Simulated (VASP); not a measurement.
Runs of VASP 6.6.1 on EuRe3. The structure is that of space group Pm-3m (No. 221), or close to it. The cells are those of the table. 

| cell | gap on the mesh (eV) | pressure (GPa) | moment (μB) |
| --- | --- | --- | --- |
| a = 4.064 Å, angles 90.0, 88.9, 90.0°, 4 atoms | none | 0.4 | 6.01 |
| a = 4.064 Å, 4 atoms | none | 0.4 | 5.97 |
| a = 4.009 Å, 4 atoms | none | 10.2 | 6.00 |
| a = 4.317 Å, 4 atoms | none | (a) | (b) |

Alike in all rows: task single point; level PBEsol; potentials or basis VASP PAW PBE potentials, release 64 (Eu, Re); spin collinear, ferromagnetic start; k mesh 8 × 8 × 8; cutoff (eV) 520; smearing gaussian 0.05 eV.

Task: Fill in the values left out.

Result: (a) -26.3; (b) 6.34.

Caveats: the PAW data sets were made with another functional, which shifts forces and pressure a little; spin-orbit coupling is left out, which moves the levels of the heavy elements; semilocal functionals describe open f shells poorly, which spoils levels, moments and volumes; the cell stands under pressure (at least some runs); the cell stands under tension (at least some runs).

A k mesh can miss the band edges, and the runs leave out spin-orbit coupling on Eu, Re.

A gap of «none» marks levels without a gap at the run's occupations.
